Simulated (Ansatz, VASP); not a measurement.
**One calculation of N, two programs**

Contents of INCAR:

```
SYSTEM = N
PREC = Accurate
ENCUT = 520
EDIFF = 1E-6
ISMEAR = 0
SIGMA = 0.05
LREAL = .False.
LASPH = .True.
NELM = 80
ALGO = Normal
ISIF = 2
LWAVE = .False.
LCHARG = .False.
GGA = CA
NBANDS = 30
```

KPOINTS

```
regular mesh
0
Gamma
  7 7 2
  0 0 0
```

POSCAR

```
N
1.0
   -3.5269202438      0.0000000000      0.0000000000
   -1.7634601219     -3.0544025283      0.0000000000
   -0.2939100203      0.5090670880     14.8505029787
N
8
Direct
    0.1931448216      0.4735218451      0.8411310706
    0.2697443762      0.3969222904      0.3815337426
    0.2054234037      0.4612432629      0.7674595776
    0.2820229584      0.3846437083      0.3078622495
    0.6413774869      0.6919558464      0.1517350785
    0.5647779322      0.7685554011      0.6113324066
    0.6536560691      0.6796772642      0.0780635855
    0.5770565144      0.7562768189      0.5376609135
```

Input for Ansatz:

```yaml
crystal:
  lattice:
    - [-3.5269202438, 0.0, 0.0]
    - [-1.7634601219, -3.0544025283, 0.0]
    - [-0.2939100203, 0.509067088, 14.8505029787]
  atoms:
    - { symbol: "N", position: [0.1931448216, 0.4735218451, 0.8411310706] }
    - { symbol: "N", position: [0.2697443762, 0.3969222904, 0.3815337426] }
    - { symbol: "N", position: [0.2054234037, 0.4612432629, 0.7674595776] }
    - { symbol: "N", position: [0.2820229584, 0.3846437083, 0.3078622495] }
    - { symbol: "N", position: [0.6413774869, 0.6919558464, 0.1517350785] }
    - { symbol: "N", position: [0.5647779322, 0.7685554011, 0.6113324066] }
    - { symbol: "N", position: [0.6536560691, 0.6796772642, 0.0780635855] }
    - { symbol: "N", position: [0.5770565144, 0.7562768189, 0.5376609135] }
basis:
  ecutwfc: 520.0
kpoints:
  mp_grid: { grid: [7, 7, 2] }
hamiltonian:
  xc: lda
scf:
  occupations: { method: gaussian, width: 0.05 }
output:
  forces: true
  stress: true
  eigenvalues: true
```

Alike in both runs: task single point; functional LDA; k mesh 7 × 7 × 2; occupations gaussian, width 0.05 eV; no spin polarisation.

|  | VASP | Ansatz |
| --- | --- | --- |
| version | VASP 6.6.1 | Ansatz 0.2.0 |
| potentials or method | VASP PAW LDA potentials, release 64 (N), cutoff 520 eV | scalar-relativistic, plane waves, PAW |
| valence electrons in the cell | 40 | 40 |

VASP gave:

| Property | Result |
| --- | --- |
| gap on the k mesh at the Fermi level (eV) | 6.57 |
| least direct gap on the mesh (eV) | 6.73 |
| pressure (GPa) | 2.0 |
| traceless stress, the component that is largest in VASP (GPa) | 4.44 |
| rms of the force components (eV/Å) | 0.882 |

Question: What did Ansatz give for the same quantities?

Answer: gap on the k mesh at the Fermi level (eV): 6.62; least direct gap on the mesh (eV): 6.78; pressure (GPa): -0.1; traceless stress, the component that is largest in VASP (GPa): -0.04; rms of the force components (eV/Å): 0.007.

LDA's correlation is that of Perdew and Zunger in VASP and of Perdew and Wang (1992) in Ansatz. Atom by atom the forces differ by 0.885 eV/Å (rms over components).

Noted on VASP's run: the standard files for N, O and F lose accuracy on very short bonds.
